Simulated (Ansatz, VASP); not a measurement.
SnO: VASP beside Ansatz

```
Sn O
1.0
     3.79265    0.00000    0.00000
     0.00000    3.79265    0.00000
     0.00000    0.00000    4.75821
Sn O
2 2
Direct
  0.50000 0.00000 0.24103
  0.00000 0.50000 0.75897
  0.00000 0.00000 0.00000
  0.50000 0.50000 0.00000
```

Alike in both runs: task single point; functional PBE; k mesh 6 × 6 × 6; occupations fermi-dirac, width 0.02 eV; no spin polarisation.

|  | VASP | Ansatz |
| --- | --- | --- |
| version | VASP 6.6.1 | Ansatz 0.2.0 |
| potentials or method | VASP PAW PBE potentials, release 64 (Sn_d, O_h) | plane waves, PAW |
| plane-wave cutoff (eV) | 910 | 420 |
| valence electrons in the cell | 40 | 40 |

Ansatz gave:

```
rms of the force components (eV/Å) : 0.202
```

**Question.** Estimate VASP's values.

**Answer.** rms of the force components (eV/Å): 0.235.

Atom by atom the forces differ by 0.032 eV/Å (rms over components).

Noted on VASP's run: the cutoff is short for stress, so the pressure is rough.
